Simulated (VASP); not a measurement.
Input of a VASP 6.6.1 run:

Contents of INCAR:

```
SYSTEM = SnSe2
ALGO = Normal
EDIFF = 1E-6
EDIFFG = -0.01
ENCUT = 600
GGA = PS
IBRION = 2
ISIF = 3
ISMEAR = -1
LASPH = .TRUE.
LCHARG = .FALSE.
LREAL = .FALSE.
LWAVE = .FALSE.
NELM = 60
NSW = 100
PREC = Accurate
SIGMA = 0.03
```

KPOINTS

```
k-points
0
G
  6 6 4
  0 0 0
```

The input POSCAR:

```
SnSe2
1.0
    3.8418991364      0.0000000000      0.0000000000
   -1.9209495682      3.3271822509      0.0000000000
    0.0000000000      0.0000000000      6.4858801000
Sn Se
1 2
Direct
    0.0000000000      0.0000000000      0.0000000000
    0.6666666700      0.3333333300      0.7570988600
    0.3333333300      0.6666666700      0.2429011400
```

Potentials or basis: VASP PAW PBE potentials, release 64 (Sn_d, Se).

Run with:

```console
$ cat potpaw_PBE.64/Sn_d/POTCAR potpaw_PBE.64/Se/POTCAR > POTCAR
$ mpirun -np 1 vasp_std > vasp.out
```

Q: Estimate the relaxed volume.

A: 25.83 Å³/atom.

Q: Estimate the band gap on the k mesh.

A: 0.68 eV, indirect (least direct gap 0.91 eV).

Q: Estimate the space group after relaxing (to 0.05 Å).

A: P-3m1 (No. 164).

Final structure:
```yaml
crystal:
  lattice:
    - [3.82431, 0.00000, 0.00000]
    - [-1.91215, 3.31195, 0.00000]
    - [0.00000, 0.00000, 6.11730]
  atoms:
    - { symbol: Sn, position: [0.00000, 0.00000, 0.00000] }
    - { symbol: Se, position: [0.66667, 0.33333, 0.74075] }
    - { symbol: Se, position: [0.33333, 0.66667, 0.25925] }
```

Caveat: the PAW data sets were made with another functional, which shifts forces and pressure a little; spin-orbit coupling is left out, which moves the levels of the heavy elements; this functional lacks dispersion, which binds the layers, so the pressure and a relaxed spacing across them are unreliable. A k mesh can miss the band edges.
